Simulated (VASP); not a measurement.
TaN (WC type): single point with PBE

TaN (WC type):

```
Ta N
1.0
     2.51612    0.00000    0.00000
    -1.25806    2.17902    0.00000
     0.00000    0.00000    2.54955
Ta N
1 1
Direct
  0.00000 0.00000 0.00000
  0.33333 0.66667 0.50000
```

This cell differs from its parent crystal: volume scaled by 0.64.

| Quantity | Value |
| --- | --- |
| Program | VASP 6.6.1 |
| Task | single point |
| Functional | PBE |
| Potentials or basis | VASP PAW PBE potentials, release 64 (Ta_pv, N) |
| Cutoff | 520 eV |
| k mesh | 15 × 15 × 13 |
| Occupations | fermi-dirac, width 0.05 eV |
| Spin | no spin polarisation |
| Dipole correction | no |
| Further INCAR settings | ALGO = Normal; EDIFF = 1e-07; NBANDS = 15 |

```
Pressure               : 389.2 GPa
Band gap on the k mesh : zero (band 8 reaches 14.76 eV, above the bottom of band 9 at 13.00 eV)
```

Stress tensor (GPa, compression positive):
```
388.82   0.00   0.00
  0.00 388.82   0.00
  0.00   0.00 389.99
```

Levels at points of the mesh, in eV from the Fermi level:
```csv
k point,band 6,band 7,band 8,band 9,band 10,band 11
"(0.00, 0.00, 0.00)",-7.18,-7.18,-3.81,5.07,5.07,5.18
```

It took 23 s on 1 thread of Intel(R) Xeon(R) Platinum 8488C (Sapphire Rapids) (shared host), peak memory 0.15 GiB.

Caveat: spin-orbit coupling is left out, which moves the levels of the heavy elements.
